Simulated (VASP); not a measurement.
A run of VASP 6.6.1:

File INCAR:

```
ALGO = Fast ; EDIFF = 1E-6
ENCUT = 520 ; GGA = PE
ISIF = 2 ; ISMEAR = 0
LASPH = True ; LCHARG = False
LREAL = False ; LWAVE = False
NBANDS = 28 ; NELM = 100
PREC = Accurate ; SIGMA = 0.15
```

KPOINTS

```
k-points
0
Gamma
  18 18 6
```

POSCAR

```
Ti3Al
1.0
    2.7883912112      0.0000000000      0.0000000000
   -1.3941956056      2.4148176246      0.0000000000
    0.0000000000      0.0000000000      9.9194228948
Ti Al
3 1
Direct
    0.6666666667      0.3333333333      0.0000000000
    0.3333333333      0.6666666667      0.7504575700
    0.3333333333      0.6666666667      0.2495424300
    0.6666666667      0.3333333333      0.5000000000
```

Potentials or basis: VASP PAW PBE potentials, release 64 (Ti_sv, Al).

Run with:

```console
$ cat potpaw_PBE.64/Ti_sv/POTCAR potpaw_PBE.64/Al/POTCAR > POTCAR
$ mpirun -np 1 vasp_std > vasp.out
```

Hardware: 1 thread of Intel(R) Xeon(R) 6975P-C (Granite Rapids), on a shared host.

Task: Estimate the wall time of this run.

Result: Wall time 7.2 min on 1 thread of Intel(R) Xeon(R) 6975P-C (Granite Rapids), on a shared host, peak memory 0.37 GiB. Counts: scf iterations 41, k points 148.
